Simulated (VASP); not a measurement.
## Te: single point with PBEsol

The system is Te.

```
Te
1.0
    -1.77188    1.77188    1.77188
     1.77188   -1.77188    1.77188
     1.77188    1.77188   -1.77188
Te
1
Direct
  0.00000 0.00000 0.00000
```

This isn't the form of Te at room conditions, which is trigonal, of chains.

```
Program                : VASP 6.6.1
Task                   : single point
Functional             : PBEsol
Potentials or basis    : VASP PAW PBE potentials, release 64 (Te)
Cutoff                 : 520 eV
k mesh                 : 15 × 15 × 15
Occupations            : fermi-dirac, width 0.1 eV
Spin                   : no spin polarisation
Dipole correction      : no
Further INCAR settings : ALGO = Normal; EDIFF = 1e-06; NBANDS = 9
```

| Quantity | Value |
| --- | --- |
| Pressure | 20.2 GPa |
| Band gap on the k mesh | zero (bands 3 and 4 overlap by 8.38 eV) |

Levels at points of the mesh, in eV from the Fermi level:
| k point | band 1 | band 2 | band 3 | band 4 | band 5 | band 6 | band 7 |
| --- | --- | --- | --- | --- | --- | --- | --- |
| (0.00, 0.00, 0.00) | -16.25 | 4.44 | 4.44 | 4.44 | 10.44 | 10.44 | 10.44 |

Run time: 9.4 s on 1 thread of Intel(R) Xeon(R) Platinum 8259CL CPU @ 2.50GHz (Skylake/Cascade Lake), on a shared host, peak memory 0.15 GiB.

Caveat: the cell stands under pressure; the PAW data sets were made with another functional, which shifts forces and pressure a little; spin-orbit coupling is left out, which moves the levels of the heavy elements.
